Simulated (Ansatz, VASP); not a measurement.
**MgO in VASP and in Ansatz**

INCAR

```
PREC = Accurate
ENCUT = 520
EDIFF = 1E-6
ISMEAR = 0
SIGMA = 0.05
LREAL = F
LASPH = T
NELM = 100
ALGO = Normal
ISIF = 2
LWAVE = F
LCHARG = F
GGA = PE
NBANDS = 16
```

The input KPOINTS:

```
regular mesh
0
Gamma
  9 9 6
```

The input POSCAR:

```
MgO
1.0
    3.4861000000      0.0000000000      0.0000000000
   -1.7430500000      3.0190511601      0.0000000000
    0.0000000000      0.0000000000      4.4090000000
Mg O
2 2
Direct
    0.6666666667      0.3333333333      0.7500000000
    0.3333333333      0.6666666667      0.2500000000
    0.6666666667      0.3333333333      0.2500000000
    0.3333333333      0.6666666667      0.7500000000
```

Input for Ansatz:

```yaml
crystal:
  lattice:
    - [3.4861, 0.0, 0.0]
    - [-1.74305, 3.0190511601, 0.0]
    - [0.0, 0.0, 4.409]
  atoms:
    - { symbol: Mg, position: [0.6666666667, 0.3333333333, 0.75] }
    - { symbol: Mg, position: [0.3333333333, 0.6666666667, 0.25] }
    - { symbol: O, position: [0.6666666667, 0.3333333333, 0.25] }
    - { symbol: O, position: [0.3333333333, 0.6666666667, 0.75] }
basis:
  ecutwfc: 520.0
kpoints:
  mp_grid: { grid: [9, 9, 6] }
hamiltonian:
  xc: pbe
  pseudopotentials: { kind: paw, azcp: { folder: soft_1 } }
scf:
  occupations: { method: gaussian, width: 0.05 }
output:
  forces: true
  stress: true
  eigenvalues: true
```

Alike in both runs: task single point; functional PBE; k mesh 9 × 9 × 6; occupations gaussian, width 0.05 eV; no spin polarisation.

|  | VASP | Ansatz |
| --- | --- | --- |
| version | VASP 6.6.1 | Ansatz 0.2.0 |
| potentials or method | VASP PAW PBE potentials, release 64 (Mg, O), cutoff 520 eV | scalar-relativistic, plane waves, PAW |
| valence electrons in the cell | 16 | 32 |

Ansatz gave:

```
gap on the k mesh at the Fermi level (eV)                     : 3.11
least direct gap on the mesh (eV)                             : 3.11
pressure (GPa)                                                : -1.9
traceless stress, the component that is largest in VASP (GPa) : -4.14
```

Estimate VASP's values.

gap on the k mesh at the Fermi level (eV): 3.09; least direct gap on the mesh (eV): 3.09; pressure (GPa): -2.5; traceless stress, the component that is largest in VASP (GPa): -4.26.

VASP's potentials hold 16 valence electrons a cell and Ansatz's 32, so a difference there can come from the potentials and not from the codes.
